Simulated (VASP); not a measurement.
Input of a VASP 6.6.1 run:

INCAR

```
ALGO = Normal
EDIFF = 1E-7
EDIFFG = -0.005
ENCUT = 600
GGA = PE
IBRION = 2
ISIF = 3
ISMEAR = -1
LASPH = T
LCHARG = F
LREAL = F
LWAVE = F
NELM = 60
NSW = 32
PREC = Accurate
PSTRESS = -0.37
SIGMA = 0.08
```

KPOINTS

```
k-points
0
Gamma
  15 15 15
```

Contents of POSCAR:

```
WC
1.0
    0.0000000000      2.1901585499      2.1901585499
    2.1901585499      0.0000000000      2.1901585499
    2.1901585499      2.1901585499      0.0000000000
W C
1 1
Direct
    0.0000000000      0.0000000000      0.0000000000
    0.5000000000      0.5000000000      0.5000000000
```

Potentials or basis: VASP PAW PBE potentials, release 64 (W_sv, C).

The run is started by

```console
$ cat potpaw_PBE.64/W_sv/POTCAR potpaw_PBE.64/C/POTCAR > POTCAR
$ mpirun -np 1 vasp_std > vasp.out
```

Estimate the relaxed volume.

10.53 Å³/atom.

Predict the space group after relaxing (to 0.1 Å).

Fm-3m (No. 225).

Predict the relaxed cell.

a = 3.100 Å, b = 3.100 Å, c = 3.100 Å, α = 60.00°, β = 60.00°, γ = 60.00°.

Step by step:
```
step  energy change (eV)  largest force (eV/Å)  pressure (GPa)  volume (Å³)
   1              0.0000                0.0000            0.80        21.01
   2              0.0007                0.0000           -2.07        21.18
   3             -0.0001                0.0000           -0.03        21.06
```

Caveat: the cell is relaxed towards a set pressure, so the run minimises the enthalpy, not the energy; the highest band is partly filled, so the run has too few bands.
